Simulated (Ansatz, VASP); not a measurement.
This is a calculation of RbBr for VASP 6.6.1.

Contents of INCAR:

```
ALGO = Normal
EDIFF = 1E-6
EDIFFG = -0.01
ENCUT = 600
GGA = PE
IBRION = 2
ISIF = 3
ISMEAR = -1
IVDW = 13
LASPH = True
LCHARG = False
LREAL = False
LWAVE = False
NELM = 80
NSW = 80
PREC = Accurate
SIGMA = 0.05
```

The input KPOINTS:

```
k-points
0
Gamma
  7 7 7
```

File POSCAR:

```
RbBr
1.0
    4.1260773000      0.0000000000      0.0000000000
    0.0000000000      4.1260773000      0.0000000000
    0.0000000000      0.0000000000      4.1260773000
Rb Br
1 1
Direct
    0.0000000000      0.0000000000      0.0000000000
    0.5000000000      0.5000000000      0.5000000000
```

Potentials or basis: VASP PAW PBE potentials, release 64 (Rb_sv, Br).

Run with:

```console
$ cat potpaw_PBE.64/Rb_sv/POTCAR potpaw_PBE.64/Br/POTCAR > POTCAR
$ mpirun -np 1 vasp_std > vasp.out
```

Task: Set up the same calculation for Ansatz 0.2.0. Potentials there: all-electron LAPW, scalar-relativistic.

Result: As run (the cutoff follows the program's own potentials):

File input.yaml:

```yaml
crystal:
  lattice:
    - [4.1260773, 0.0, 0.0]
    - [0.0, 4.1260773, 0.0]
    - [0.0, 0.0, 4.1260773]
  atoms:
    - { symbol: Rb, position: [0.0, 0.0, 0.0] }
    - { symbol: Br, position: [0.5, 0.5, 0.5] }
kpoints:
  mp_grid: { grid: [7, 7, 7] }
scf:
  occupations: { method: fermi_dirac, width: 0.05 }
hamiltonian:
  xc: pbe
  dispersion: d4
  pseudopotentials: { kind: all_electron, lapw: { basis_error: 0.001 } }
output:
  forces: true
  stress: true
relax:
  f_tol: 0.01
  max_steps: 60
  cell: {}
```

Potentials or basis: all-electron LAPW, scalar-relativistic.

The run is started by

```console
$ ansatz run input.yaml --threads 1 --pin off --max-ram 3072MiB --backend cpu --events-out ev --progress --plain --runs-dir out
```

Both were run:

|  | VASP | Ansatz | Ansatz less VASP |
| --- | --- | --- | --- |
| relaxed volume (Å³/atom) | 35.52 | 35.43 | -0.095 |
| relaxed length of the cell vector where the two differ most in proportion (Å) | 4.142 | 4.138 | -0.0037 |

Ansatz ran all-electron here, and VASP with PAW potentials.
